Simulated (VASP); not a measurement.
Runs of VASP 6.6.1 on TiN. The structure is that of space group Fm-3m (No. 225), or close to it. The cells are those of the table. 

```csv
task,spin,cell,k mesh,cutoff (eV),gap on the mesh (eV),pressure (GPa),relaxed volume (Å³/atom)
single point,"collinear, ferromagnetic start","a = 3.116 Å, angles 60.0°, 2 atoms",8 × 8 × 8,520,none,(b),-
single point,off,"a = 3.003 Å, angles 60.0°, 2 atoms",18 × 18 × 18,520,none,0.4,-
single point,off,"a = 3.004 Å, angles 60.0°, 2 atoms",8 × 8 × 8,520,none,0.5,-
relaxation of cell and atoms,off,"relaxed from a = 3.004 Å, angles 60.0°, 2 atoms",18 × 18 × 18,600,none,0.0,(a)
relaxation of cell and atoms,off,"relaxed from a = 3.116 Å, angles 60.0°, 2 atoms",8 × 8 × 8,600,none,-0.1,9.60
```

Alike in all rows: level PBE; potentials or basis VASP PAW PBE potentials, release 64 (Ti_sv, N); smearing gaussian 0.1 eV.

Question: Fill in the values left out.

Answer: (a) 9.59; (b) -23.8.

A gap of «none» marks levels without a gap at the run's occupations.
